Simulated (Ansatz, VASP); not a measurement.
SiO2 in VASP and in Ansatz

```xyz
6
Lattice="4.3312 0.0000 0.0000 0.0000 4.3312 0.0000 0.0000 0.0000 2.3670" Properties=species:S:1:pos:R:3 pbc="T T T"
Si    2.1656    2.1656    1.1835
Si    0.0000    0.0000    0.0000
O     3.0016    3.0016    0.0000
O     0.8360    3.4952    1.1835
O     1.3296    1.3296    0.0000
O     3.4952    0.8360    1.1835
```

Alike in both runs: task single point; functional PBE; k mesh 6 × 6 × 8; occupations gaussian, width 0.05 eV; no spin polarisation.

```csv
,VASP,Ansatz
version,VASP 6.6.1,Ansatz 0.2.0
potentials or method,"VASP PAW PBE potentials, release 64 (Si, O), cutoff 520 eV","scalar-relativistic, plane waves, PAW"
valence electrons in the cell,32,32
```

|  | VASP | Ansatz | Ansatz less VASP |
| --- | --- | --- | --- |
| gap on the k mesh at the Fermi level (eV) | 6.56 | 6.59 | +0.032 |
| least direct gap on the mesh (eV) | 6.56 | 6.59 | +0.032 |
| rms of the force components (eV/Å) | 0.012 | 0.024 | +0.0124 |

Atom by atom the forces differ by 0.036 eV/Å (rms over components).
